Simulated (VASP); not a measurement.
# Ti12N12O in VASP: single point with PBE+D3(BJ)

Aim: the single point of Ti12N12O with PBE+D3(BJ).

Everything below comes from runs of VASP 6.6.1. Logs are shortened: lines on timing, memory, paths and dates and some standing lists are left out, and cuts for length are marked.

## Step 1: The cell of the first run

The cell holds a slab with vacuum, 25 atoms: a = 5.947 Å, b = 5.947 Å, c = 21.553 Å, α = 90.00°, β = 90.00°, γ = 90.00°.

## Step 2: Single point, PBE+D3(BJ)

Contents of INCAR:

```
SYSTEM = Ti12N12O
PREC = Accurate
ENCUT = 520
EDIFF = 1E-6
ISMEAR = 0
SIGMA = 0.1
LREAL = Auto
LASPH = .True.
NELM = 80
ALGO = Normal
ISIF = 2
LWAVE = .False.
LCHARG = .True.
LDIPOL = .True.
IDIPOL = 3
DIPOL = 0.5 0.5 0.290
GGA = PE
IVDW = 12
LELF = .True.
LVHAR = .True.
LVACPOTAV = .True.
NBANDS = 123
```

Contents of KPOINTS:

```
Automatic mesh
0
Gamma
  5 5 1
  0 0 0
```

Contents of POSCAR:

```
Ti12N12O
1.0
    5.9473589866      0.0000000000      0.0000000000
    0.0000000000      5.9473589866      0.0000000000
    0.0000000000      0.0000000000     21.5533569335
Ti N O
12 12 1
Direct
    0.2500000000      0.2500000000      0.1855859397
    0.2500000000      0.7500000000      0.1855859397
    0.7500000000      0.2500000000      0.1855859397
    0.7500000000      0.7500000000      0.1855859397
    0.0000000000      0.0000000000      0.2814770362
    0.0000000000      0.5000000000      0.2814770362
    0.5000000000      0.0000000000      0.2814770362
    0.5000000000      0.5000000000      0.2814770362
    0.2500000000      0.2500000000      0.3733135280
    0.2500000000      0.7500000000      0.3733135280
    0.7500000000      0.2500000000      0.3733135280
    0.7500000000      0.7500000000      0.3733135280
    0.0000000000      0.0000000000      0.1855859397
    0.0000000000      0.5000000000      0.1855859397
    0.5000000000      0.0000000000      0.1855859397
    0.5000000000      0.5000000000      0.1855859397
    0.2500000000      0.2500000000      0.2799709833
    0.2500000000      0.7500000000      0.2799709833
    0.7500000000      0.2500000000      0.2799709833
    0.7500000000      0.7500000000      0.2799709833
    0.0000000000      0.0000000000      0.3829267505
    0.0000000000      0.5000000000      0.3829267505
    0.5000000000      0.0000000000      0.3829267505
    0.5000000000      0.5000000000      0.3829267505
    0.1666666667      0.1666666667      0.4989179628
```

Potentials or basis: VASP PAW PBE potentials, release 64 (Ti_sv, N, O).

Started as:

```
> cat potpaw_PBE.64/Ti_sv/POTCAR potpaw_PBE.64/N/POTCAR potpaw_PBE.64/O/POTCAR > POTCAR
> mpirun -np 1 vasp_std > vasp.out
```

OUTCAR:

```text
SYSTEM = Ti12N12O
   PREC = Accurate
   ENCUT = 520
   EDIFF = 1E-6
   ISMEAR = 0
   LREAL = Auto
   LASPH = .True.
   NELM = 80
   ISIF = 2
   GGA = PE
   IVDW = 12
 IVDW          = 12

 ion  position               nearest neighbor table
   1  0.250  0.250  0.186-  17 2.03  14 2.10  15 2.10  16 2.10  13 2.10
   2  0.250  0.750  0.186-  18 2.03  14 2.10  15 2.10  16 2.10  13 2.10
   3  0.750  0.250  0.186-  19 2.03  14 2.10  15 2.10  16 2.10  13 2.10
   4  0.750  0.750  0.186-  20 2.03  14 2.10  15 2.10  16 2.10  13 2.10
   5  0.000  0.000  0.281-  13 2.07  17 2.10  18 2.10  19 2.10  20 2.10  21 2.19  11 2.89  12 2.89
                             9 2.89  10 2.89
   6  0.000  0.500  0.281-  14 2.07  17 2.10  18 2.10  19 2.10  20 2.10  22 2.19  11 2.89  12 2.89
                             9 2.89  10 2.89
   7  0.500  0.000  0.281-  15 2.07  17 2.10  18 2.10  19 2.10  20 2.10  23 2.19  11 2.89  12 2.89
                             9 2.89  10 2.89
   8  0.500  0.500  0.281-  16 2.07  17 2.10  18 2.10  19 2.10  20 2.10  24 2.19  11 2.89  12 2.89
                             9 2.89  10 2.89
   9  0.250  0.250  0.373-  17 2.01  21 2.11  22 2.11  23 2.11  24 2.11   6 2.89   7 2.89   8 2.89
                             5 2.89
  10  0.250  0.750  0.373-  18 2.01  21 2.11  22 2.11  23 2.11  24 2.11   6 2.89   7 2.89   8 2.89
                             5 2.89
  11  0.750  0.250  0.373-  19 2.01  21 2.11  22 2.11  23 2.11  24 2.11   6 2.89   7 2.89   8 2.89
                             5 2.89
  12  0.750  0.750  0.373-  20 2.01  21 2.11  22 2.11  23 2.11  24 2.11   6 2.89   7 2.89   8 2.89
                             5 2.89
  13  0.000  0.000  0.186-   5 2.07   2 2.10   3 2.10   4 2.10   1 2.10
  14  0.000  0.500  0.186-   6 2.07   2 2.10   3 2.10   4 2.10   1 2.10
  15  0.500  0.000  0.186-   7 2.07   2 2.10   3 2.10   4 2.10   1 2.10
  16  0.500  0.500  0.186-   8 2.07   2 2.10   3 2.10   4 2.10   1 2.10
  17  0.250  0.250  0.280-   9 2.01   1 2.03   6 2.10   7 2.10   8 2.10   5 2.10
  18  0.250  0.750  0.280-  10 2.01   2 2.03   6 2.10   7 2.10   8 2.10   5 2.10
  19  0.750  0.250  0.280-  11 2.01   3 2.03   6 2.10   7 2.10   8 2.10   5 2.10
  20  0.750  0.750  0.280-  12 2.01   4 2.03   6 2.10   7 2.10   8 2.10   5 2.10
  21  0.000  0.000  0.383-   9 2.11  10 2.11  11 2.11  12 2.11   5 2.19
  22  0.000  0.500  0.383-   9 2.11  10 2.11  11 2.11  12 2.11   6 2.19
  23  0.500  0.000  0.383-   9 2.11  10 2.11  11 2.11  12 2.11   7 2.19
  24  0.500  0.500  0.383-   9 2.11  10 2.11  11 2.11  12 2.11   8 2.19
  25  0.167  0.167  0.499-

  LATTYP: Found a simple tetragonal cell.
 ALAT       =     5.9473589866
 C/A-ratio  =     3.6240215165

  Lattice vectors:

 A1 = (   5.9473589866,   0.0000000000,   0.0000000000)
 A2 = (   0.0000000000,   5.9473589866,   0.0000000000)
 A3 = (   0.0000000000,   0.0000000000,  21.5533569335)

Analysis of symmetry for initial positions (statically):
=====================================================================
 Subroutine PRICEL returns:
 Original cell was already a primitive cell.

 Routine SETGRP: Setting up the symmetry group for a
 simple tetragonal supercell.

 Subroutine GETGRP returns: Found  2 space group operations
 (whereof  2 operations were pure point group operations)
 out of a pool of 16 trial point group operations.

The static configuration has the point symmetry C_1h.

Analysis of symmetry for dynamics (positions and initial velocities):
=====================================================================
 Subroutine PRICEL returns:
 Original cell was already a primitive cell.

 Routine SETGRP: Setting up the symmetry group for a
 simple tetragonal supercell.

 Subroutine GETGRP returns: Found  2 space group operations
 (whereof  2 operations were pure point group operations)
 out of a pool of 16 trial point group operations.

The dynamic configuration has the point symmetry C_1h.

 Subroutine INISYM returns: Found  2 space group operations
 (whereof  2 operations are pure point group operations),
 and found     1 'primitive' translations

----------------------------------------------------------------------------------------

                                     Primitive cell

  volume of cell :     762.3655

  direct lattice vectors                    reciprocal lattice vectors
     5.947358987  0.000000000  0.000000000     0.168141860  0.000000000  0.000000000
[... 72 lines left out ...]
     0.033628372  0.000000000  0.000000000     0.200000000  0.000000000  0.000000000
     0.000000000  0.033628372  0.000000000     0.000000000  0.200000000  0.000000000
     0.000000000  0.000000000  0.046396485     0.000000000  0.000000000  1.000000000

  Length of vectors
     0.033628372  0.033628372  0.046396485

  Shift w.r.t. Gamma in fractional coordinates (k-lattice)
     0.000000000  0.000000000  0.000000000

 Subroutine IBZKPT returns following result:
 ===========================================

 Found      9 irreducible k-points:

 Following reciprocal coordinates:
            Coordinates               Weight
  0.000000  0.000000  0.000000      1.000000
  0.200000  0.000000  0.000000      4.000000
  0.400000  0.000000  0.000000      4.000000
  0.200000  0.200000  0.000000      2.000000
 -0.200000  0.200000  0.000000      2.000000
  0.400000  0.200000  0.000000      4.000000
 -0.200000  0.400000  0.000000      4.000000
  0.400000  0.400000  0.000000      2.000000
 -0.400000  0.400000  0.000000      2.000000
   k-points           NKPTS =      9   k-points in BZ     NKDIM =      9   number of bands    NBANDS=    123
   number of dos      NEDOS =    301   number of ions     NIONS =     25
   total plane-waves  NPLWV = 368640
   dimension x,y,z NGX =    48 NGY =   48 NGZ =  160
   dimension x,y,z NGXF=    96 NGYF=   96 NGZF=  320
   ions per type =              12  12   1
   NGX,Y,Z   is equivalent  to a cutoff of  13.42, 13.42, 12.34 a.u.
   NGXF,Y,Z  is equivalent  to a cutoff of  26.83, 26.83, 24.68 a.u.
 SYSTEM =  Ti12N12O
   PREC   = accura    normal or accurate (medium, high low for compatibility)
   ISTART =      0    job   : 0-new  1-cont  2-samecut
   ICHARG =      2    charge: 1-file 2-atom 10-const
   ISPIN  =      1    spin polarized calculation?
   LNONCOLLINEAR =      F non collinear calculations
   LSORBIT =      F    spin-orbit coupling
   LASPH  =      T    aspherical Exc in radial PAW
   ENCUT  =  520.0 eV  38.22 Ry    6.18 a.u.  11.06 11.06 40.07*2*pi/ulx,y,z
   NELM   =     80;   NELMIN=  2; NELMDL= -5     # of ELM steps
   EDIFF  = 0.1E-05   stopping-criterion for ELM
   LREAL  =      T    real-space projection
   EDIFFG = 0.1E-04   stopping-criterion for IOM
   NSW    =      0    number of steps for IOM
   IBRION =     -1    ionic relax: 0-MD 1-quasi-New 2-CG
   NFREE  =      0    steps in history (QN), initial steepest desc. (CG)
   ISIF   =      2    stress and relaxation
   ISYM   =      2    0-nonsym 1-usesym 2-fastsym
   POTIM  = 0.5000    time-step for ionic-motion
   TEBEG  =    0.0;   TEEND  =   0.0 temperature during run
   PSTRESS=    0.0 pullay stress
   NELECT =     210.0000    total number of electrons
   NUPDOWN=      -1.0000    fix difference up-down
   EMIN   =  10.00;   EMAX   =-10.00  energy-range for DOS
   EFERMI =   0.00;   METHOD = LEGACY
   ISMEAR =     0;   SIGMA  =   0.10  broadening in eV -4-tet -1-fermi 0-gaus
   EFERMI_NEDOS =   21; number of points for ismear=-14 and -15
   IALGO  =     38    algorithm
   IMIX   =      4    mixing-type and parameters
     AMIX     =   0.40;   BMIX     =  1.00
     AMIX_MAG =   1.60;   BMIX_MAG =  1.00
  volume/ion in A,a.u.               =      30.49       205.79
  Fermi-wavevector in a.u.,A,eV,Ry     =   1.065189  2.012916 15.437559  1.134629
  Thomas-Fermi vector in A             =   2.200733
   LORBIT       =      0    0 simple, 1 ext, 2 COOP (PROOUT), +10 PAW based schemes
   GGA     = PE    functional components
   LHFCALC =     F    Hartree Fock is set to
   AEXX    =    0.0000 exact exchange contribution
   IVDW    =    12    specifies the selected vdW correction
   LEPSILON=     F    determine dielectric tensor
   LRPA    =     F    only Hartree local field effects (RPA)
 non-spin polarized calculation
 Gauss-broadening in eV      SIGMA  =   0.10
  energy-cutoff  :      520.00
  volume of cell :      762.37
 maximum number of plane-waves:     20550
 NGX is ok and might be reduce to    48
   NGX = 23   NGY = 23   NGZ = 81

 dipolmoment           0.000000      0.000000     -1.939121 electrons x Angstroem

 number of electron     209.9999954 magnetization

 dipolmoment           0.000000      0.000000      0.920954 electrons x Angstroem

 Free energy of the ion-electron system (eV)
  ---------------------------------------------------
  ext. energy  EPLUGINS =         0.00000000
  ---------------------------------------------------
  free energy    TOTEN  =      -232.35142802 eV

  energy without entropy =     -232.23670313  energy(sigma->0) =     -232.29406558

 E-fermi :   0.3108     XC(G=0):  -4.9462

 val. band max:        0.2942802254   @ k =  -0.2000   0.4000   0.0000
 cond. band min:       0.3309882600   @ k =  -0.2000   0.2000   0.0000
 fundamental gap:      0.0367080346
 Fermi energy:         0.3107702774

 k-point     1 :       0.0000    0.0000    0.0000
  band No.  band energies     occupation
      1     -57.6525      2.00000
      2     -57.6070      2.00000
      3     -57.6033      2.00000
      4     -57.5537      2.00000
      5     -57.4978      2.00000
      6     -57.4571      2.00000
[... 1069 lines left out ...]
    116       1.4461      0.00000
    117       1.4525      0.00000
 [bands above 117 left out]

------------------------ aborting loop because EDIFF is reached ----------------------------------------

 Edisp (eV)   -7.76441

 E8    (eV) :    -3.4075

  FORCE on cell =-STRESS in cart. coord.  units (eV):
  Direction    XX          YY          ZZ          XY          YZ          ZX
  --------------------------------------------------------------------------------------
  -------------------------------------------------------------------------------------
  Total     -15.46955   -15.46955    -3.66878    -0.06237     0.65325     0.65325
  in kB     -32.51060   -32.51060    -7.71027    -0.13107     1.37285     1.37285
  external pressure =      -24.24 kB  Pullay stress =        0.00 kB

 VOLUME and BASIS-vectors are now :
 -----------------------------------------------------------------------------
  energy-cutoff  :      520.00
  volume of cell :      762.37
      direct lattice vectors                 reciprocal lattice vectors
     5.947358987  0.000000000  0.000000000     0.168141860  0.000000000  0.000000000
     0.000000000  5.947358987  0.000000000     0.000000000  0.168141860  0.000000000
     0.000000000  0.000000000 21.553356934     0.000000000  0.000000000  0.046396485

 POSITION                                       TOTAL-FORCE (eV/Angst)
 -----------------------------------------------------------------------------------
      1.48684      1.48684      4.00000         0.004661      0.004661      1.566088
      1.48684      4.46052      4.00000        -0.001168     -0.004167      1.752072
      4.46052      1.48684      4.00000        -0.004167     -0.001168      1.752072
      4.46052      4.46052      4.00000         0.003615      0.003615      1.827051
      0.00000      0.00000      6.06678        -0.043046     -0.043046     -0.037200
      0.00000      2.97368      6.06678        -0.002151      0.030397     -0.018872
[... 17 lines left out ...]
      2.97368      2.97368      8.25336         0.086514      0.086514     -0.672154
      0.99123      0.99123     10.75336         0.225052      0.225052     -1.975901
 -----------------------------------------------------------------------------------
    total drift:                                0.000186      0.000186     -0.040620

  FREE ENERGIE OF THE ION-ELECTRON SYSTEM (eV)
  ---------------------------------------------------
  free  energy   TOTEN  =      -240.1158359998 eV

  energy  without entropy=     -240.0011111098  energy(sigma->0) =     -240.05847355

 vacuum level on the upper side and lower side of the slab         7.396         2.684
```

Wall time 37 min (1 thread of Intel Xeon 6975P-C (Granite Rapids), shared host); peak memory 1 GiB.

What came out:

| Property | Result |
| --- | --- |
| Free energy | -240.1158 eV |
| Largest force | 3.393 eV/Å |
| Band gap on the k mesh | zero (bands 105 and 106 overlap by 0.32 eV) |
| Dispersion energy per atom | -0.311 eV |

Forces in eV/Å, atoms in the order of the input:
```
Ti   0.005  0.005  1.566
Ti  -0.001 -0.004  1.752
Ti  -0.004 -0.001  1.752
Ti   0.004  0.004  1.827
Ti  -0.043 -0.043 -0.037
Ti  -0.002  0.030 -0.019
Ti   0.030 -0.002 -0.019
Ti  -0.011 -0.011 -0.031
Ti  -0.308 -0.308  3.365
Ti  -0.105  0.172  1.041
Ti   0.172 -0.105  1.041
Ti   0.104  0.104  0.731
N   -0.031 -0.031 -1.763
N    0.006  0.016 -1.809
N    0.016  0.006 -1.809
N   -0.008 -0.008 -1.839
N    0.023  0.023 -0.268
N   -0.006 -0.008 -0.062
N   -0.008 -0.006 -0.062
N    0.016  0.016 -0.075
N   -0.233 -0.233 -0.975
N   -0.112  0.186 -0.829
N    0.186 -0.112 -0.829
N    0.087  0.087 -0.672
O    0.225  0.225 -1.976
```

The gap in the log of VASP goes by the Fermi energy; the results here count the filled bands.